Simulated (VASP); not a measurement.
# Al (Fm-3m) in VASP: a series of runs, part 2 of 2

VASP 6.6.1. The steps go on from the part before.

## 4. Single point, PBEsol

This run uses another cell than the first one, of 16.27 Å³/atom, 1.043 times its volume.

Input file INCAR:

```
PREC     = Accurate       # precision mode
ENCUT    = 520            # plane-wave cutoff, eV
EDIFF    = 1E-7           # SCF threshold, eV
ISMEAR   = 1              # smearing method
SIGMA    = 0.1            # smearing width, eV
LREAL    = F              # projectors in reciprocal space
LASPH    = T              # aspherical terms in the spheres
NELM     = 100            # most SCF steps
ALGO     = Normal         # electronic algorithm
ISIF     = 2              # what is computed and relaxed
LWAVE    = F              # write WAVECAR
LCHARG   = F              # write CHGCAR
GGA      = PS             # functional
NBANDS   = 8              # bands
```

Input file KPOINTS:

```
regular mesh
0
Gamma
  12 12 12
```

Input file POSCAR:

```
Al
1.0
    0.0000000000      2.0112152952      2.0112152952
    2.0112152952      0.0000000000      2.0112152952
    2.0112152952      2.0112152952      0.0000000000
Al
1
Direct
    0.0000000000      0.0000000000      0.0000000000
```

Potentials or basis: VASP PAW PBE potentials, release 64 (Al).

On the command line:

```bash
$ cat potpaw_PBE.64/Al/POTCAR > POTCAR
$ mpirun -np 1 vasp_std > vasp.out
```

OUTCAR:

```text
PREC = Accurate
   ENCUT = 520
   EDIFF = 1E-7
   ISMEAR = 1
   LREAL = F
   LASPH = T
   NELM = 100
   ISIF = 2
   GGA = PS

 ion  position               nearest neighbor table
   1  0.000  0.000  0.000-

  LATTYP: Found a face centered cubic cell.
 ALAT       =     4.0224305904

  Lattice vectors:

 A1 = (   0.0000000000,   2.0112152952,   2.0112152952)
 A2 = (   2.0112152952,   0.0000000000,   2.0112152952)
 A3 = (   2.0112152952,   2.0112152952,   0.0000000000)

Analysis of symmetry for initial positions (statically):
=====================================================================
 Subroutine PRICEL returns:
 Original cell was already a primitive cell.

 Routine SETGRP: Setting up the symmetry group for a
 face centered cubic supercell.

 Subroutine GETGRP returns: Found 48 space group operations
 (whereof 48 operations were pure point group operations)
 out of a pool of 48 trial point group operations.

The static configuration has the point symmetry O_h .

Analysis of symmetry for dynamics (positions and initial velocities):
=====================================================================
 Subroutine PRICEL returns:
 Original cell was already a primitive cell.

 Routine SETGRP: Setting up the symmetry group for a
 face centered cubic supercell.

 Subroutine GETGRP returns: Found 48 space group operations
 (whereof 48 operations were pure point group operations)
 out of a pool of 48 trial point group operations.

The dynamic configuration has the point symmetry O_h .

 Subroutine INISYM returns: Found 48 space group operations
 (whereof 48 operations are pure point group operations),
 and found     1 'primitive' translations

[... 111 lines left out ...]
     AMIX     =   0.40;   BMIX     =  1.00
     AMIX_MAG =   1.60;   BMIX_MAG =  1.00
  volume/ion in A,a.u.               =      16.27       109.80
  Fermi-wavevector in a.u.,A,eV,Ry     =   0.931780  1.760809 11.812767  0.868214
  Thomas-Fermi vector in A             =   2.058309
   LORBIT       =      0    0 simple, 1 ext, 2 COOP (PROOUT), +10 PAW based schemes
   GGA     = PS    functional components
   LHFCALC =     F    Hartree Fock is set to
   AEXX    =    0.0000 exact exchange contribution
   IVDW    =     0    specifies the selected vdW correction
   LEPSILON=     F    determine dielectric tensor
   LRPA    =     F    only Hartree local field effects (RPA)
 non-spin polarized calculation
 Methfessel and Paxton  Order N= 1 SIGMA  =   0.10
  energy-cutoff  :      520.00
  volume of cell :       16.27
 maximum number of plane-waves:       448
 NGX is ok and might be reduce to    24
   NGX = 11   NGY = 11   NGZ = 11

 number of electron       3.0000000 magnetization

 Free energy of the ion-electron system (eV)
  ---------------------------------------------------
  ext. energy  EPLUGINS =         0.00000000
  ---------------------------------------------------
  free energy    TOTEN  =        -4.09922096 eV

  energy without entropy =       -4.10002215  energy(sigma->0) =       -4.09948802

 E-fermi :   7.9498     XC(G=0): -10.3073

 val. band max:        7.8543399499   @ k =   0.5000   0.2500   0.0833
 cond. band min:       8.0308359772   @ k =  -0.4167   0.4167   0.0833
 fundamental gap:      0.1764960272
 Fermi energy:         7.9497668153

 k-point     1 :       0.0000    0.0000    0.0000
  band No.  band energies     occupation
      1      -3.1298      2.00000
      2      20.7700      0.00000
      3      20.7700      0.00000
      4      20.7700      0.00000
      5      22.3683      0.00000
      6      22.3683      0.00000
      7      22.3683      0.00000
      8      24.6841      0.00000
[... 243 lines left out ...]
 k-point    24 :      -0.4167    0.1667    0.0000
  band No.  band energies     occupation
      1       3.4971      2.00000
      2       4.9687      2.00000
      3      13.6264      0.00000
      4      16.9493      0.00000
      5      18.8174      0.00000
      6      23.4966      0.00000
      7      26.2573      0.00000
      8      29.2206      0.00000

 [... further k-points ...]

------------------------ aborting loop because EDIFF is reached ----------------------------------------

  FORCE on cell =-STRESS in cart. coord.  units (eV):
  Direction    XX          YY          ZZ          XY          YZ          ZX
  --------------------------------------------------------------------------------------
  -------------------------------------------------------------------------------------
  Total       -0.0108819     -0.0108819     -0.0108819     -0.0000000     -0.0000000     -0.0000000
  in kB       -1.0715412     -1.0715412     -1.0715412     -0.0000000     -0.0000000     -0.0000000
  external PRESSURE =      -1.0715412 kB  Pullay stress =       0.0000000 kB

 VOLUME and BASIS-vectors are now :
 -----------------------------------------------------------------------------
  energy-cutoff  :      520.00
  volume of cell :       16.27
      direct lattice vectors                 reciprocal lattice vectors
     0.000000000  2.011215295  2.011215295    -0.248605906  0.248605906  0.248605906
     2.011215295  0.000000000  2.011215295     0.248605906 -0.248605906  0.248605906
     2.011215295  2.011215295  0.000000000     0.248605906  0.248605906 -0.248605906

 POSITION                                       TOTAL-FORCE (eV/Angst)
 -----------------------------------------------------------------------------------
      0.00000      0.00000      0.00000         0.000000      0.000000     -0.000000
 -----------------------------------------------------------------------------------
    total drift:                               -0.000000      0.000000     -0.000000

  FREE ENERGIE OF THE ION-ELECTRON SYSTEM (eV)
  ---------------------------------------------------
  free  energy   TOTEN  =        -4.0992209586 eV

  energy  without entropy=       -4.1000221521  energy(sigma->0) =       -4.09948802
```

stdout:

```text
POSCAR found type information on POSCAR Al
 POSCAR found :  1 types and       1 ions
 scaLAPACK will be used
 -----------------------------------------------------------------------------
|                                                                             |
|                                                                             |
|     You enforced a specific xc type in the INCAR file but a different       |
|     I HOPE YOU KNOW WHAT YOU ARE DOING!                                     |
|                                                                             |
 -----------------------------------------------------------------------------

 LDA part: xc-table for (Slater+PW92), standard interpolation
 POSCAR, INCAR and KPOINTS ok, starting setup
 FFT: planning ... GRIDC
 FFT: planning ... GRID_SOFT
 FFT: planning ... GRID
 WAVECAR not read
 entering main loop
```

Run time: 4.9 s. Hardware: 1 thread of Intel Xeon Platinum 8488C (Sapphire Rapids), shared host; peak memory 0.13 GiB.

What came out:

- Free energy: -4.0992 eV
- Pressure: -0.1 GPa

Levels at points of the mesh, in eV from the Fermi level:
| k point | band 1 | band 2 | band 3 | band 4 | band 5 | band 6 |
| --- | --- | --- | --- | --- | --- | --- |
| (0.00, 0.00, 0.00) | -11.08 | 12.82 | 12.82 | 12.82 | 14.42 | 14.42 |
| (0.50, 0.00, 0.00) | -4.50 | -4.25 | 11.65 | 11.65 | 11.69 | 11.69 |
| (0.50, 0.50, 0.00) | -2.81 | -1.46 | 5.40 | 5.80 | 5.80 | 9.33 |

Caveat: the PAW data sets were made with another functional, which shifts forces and pressure a little.

## 5. The runs side by side

| cell | gap on the mesh (eV) | pressure (GPa) |
| --- | --- | --- |
| a = 2.805 Å, angles 60.0°, 1 atom | none | 3.7 |
| a = 2.825 Å, angles 60.0°, 1 atom | none | 1.7 |
| a = 2.844 Å, angles 60.0°, 1 atom | none | -0.1 |

Alike in all rows: task single point; level PBEsol; potentials or basis VASP PAW PBE potentials, release 64 (Al); no spin polarisation; k mesh 12 × 12 × 12; cutoff (eV) 520; smearing methfessel-paxton 0.1 eV.

Caveats: the PAW data sets were made with another functional, which shifts forces and pressure a little.

Absolute energies hang on the potentials; compare differences alone.
